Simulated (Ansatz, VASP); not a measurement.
## BeTe in VASP and in Ansatz

INCAR

```
SYSTEM = BeTe
PREC     = Accurate       ! precision mode
ENCUT    = 600            ! plane-wave cutoff, eV
EDIFF    = 1E-6           ! SCF threshold, eV
ISMEAR   = 0              ! smearing method
SIGMA    = 0.02           ! smearing width, eV
LREAL    = .FALSE.        ! projectors in reciprocal space
LASPH    = .TRUE.         ! aspherical terms in the spheres
NELM     = 60             ! most SCF steps
ALGO     = Normal         ! electronic algorithm
ISIF     = 3              ! what is computed and relaxed
LWAVE    = .FALSE.        ! write WAVECAR
LCHARG   = .FALSE.        ! write CHGCAR
GGA      = PE             ! functional
IBRION   = 2              ! ionic algorithm
NSW      = 100            ! ionic steps
EDIFFG   = -0.01          ! ionic threshold
```

Contents of KPOINTS:

```
regular mesh
0
G
  8 8 8
  0 0 0
```

The input POSCAR:

```
BeTe
1.0
    0.0000000000      2.8318047757      2.8318047757
    2.8318047757      0.0000000000      2.8318047757
    2.8318047757      2.8318047757      0.0000000000
Be Te
1 1
Direct
    0.5000000000      0.5000000000      0.5000000000
    0.7500000000      0.7500000000      0.7500000000
```

Input for Ansatz:

```yaml
crystal:
  lattice:
    - [0.0, 2.8318047757, 2.8318047757]
    - [2.8318047757, 0.0, 2.8318047757]
    - [2.8318047757, 2.8318047757, 0.0]
  atoms:
    - { symbol: Be, position: [0.5, 0.5, 0.5] }
    - { symbol: Te, position: [0.75, 0.75, 0.75] }
basis:
  ecutwfc: 420
kpoints:
  mp_grid: { grid: [8, 8, 8] }
hamiltonian:
  xc: pbe
scf:
  occupations: { method: gaussian, width: 0.02 }
output:
  forces: true
  stress: true
  eigenvalues: true
  write_density: true
  write_potential: true
  elf: true
  volumetric_format: npy
relax:
  adjacent_minimum: "off"
  f_tol: 0.01
  max_steps: 80
  cell: { stress_tol: 0.05 }
```

Change from the starting cell: the structure that the rattled cell fell into.

Alike in both runs: task relaxation of cell and atoms; functional PBE; k mesh 8 × 8 × 8; occupations gaussian, width 0.02 eV; no spin polarisation.

|  | VASP | Ansatz |
| --- | --- | --- |
| version | VASP 6.6.1 | Ansatz 0.2.0 |
| potentials or method | VASP PAW PBE potentials, release 64 (Be, Te), cutoff 600 eV | scalar-relativistic, plane waves, PAW |
| valence electrons in the cell | 8 | 18 |

```tsv
	VASP	Ansatz	Ansatz less VASP
gap on the k mesh at the Fermi level, each at its own relaxed structure (eV)	2.02	2.03	+0.007
relaxed volume (Å³/atom)	22.78	22.71	-0.067
relaxed cell length with the largest relative difference (Å)	4.009	4.005	-0.0039
```

VASP's potentials hold 8 valence electrons a cell and Ansatz's 18, so a difference there can come from the potentials and not from the codes.

Neither program's run includes spin-orbit coupling.
